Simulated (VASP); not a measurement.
# Zr: single point with PBE

Zr:

```xyz
3
Lattice="5.0112 0.0000 0.0000 -2.5056 4.3398 0.0000 0.0000 0.0000 3.1292" Properties=species:S:1:pos:R:3 pbc="T T T"
Zr    0.0000    0.0000    0.0000
Zr    0.0000    2.8932    1.5646
Zr    2.5056    1.4466    1.5646
```

This isn't the form of Zr at room conditions, which is hcp.

* Program: VASP 6.6.1
* Task: single point
* Functional: PBE
* Potentials or basis: VASP PAW PBE potentials, release 64 (Zr_sv)
* Cutoff: 520 eV
* k mesh: 7 × 7 × 10
* Occupations: fermi-dirac, width 0.05 eV
* Spin: no spin polarisation
* Dipole correction: no
* Further INCAR settings: ALGO = Normal; EDIFF = 1e-06; NBANDS = 25

The pressure is 1.8 GPa. The band gap on the k mesh is zero (bands 18 and 19 overlap by 0.48 eV).

Levels at points of the mesh, in eV from the Fermi level:
| k point | band 16 | band 17 | band 18 | band 19 | band 20 | band 21 |
| --- | --- | --- | --- | --- | --- | --- |
| (0.00, 0.00, 0.00) | -0.51 | -0.47 | -0.47 | -0.19 | 0.83 | 1.63 |
| (0.00, 0.00, 0.50) | -1.92 | -1.92 | -1.38 | 1.20 | 1.20 | 1.67 |

Wall time 100 s on 1 thread of AMD EPYC 7R13 (shared host), peak memory 0.19 GiB.
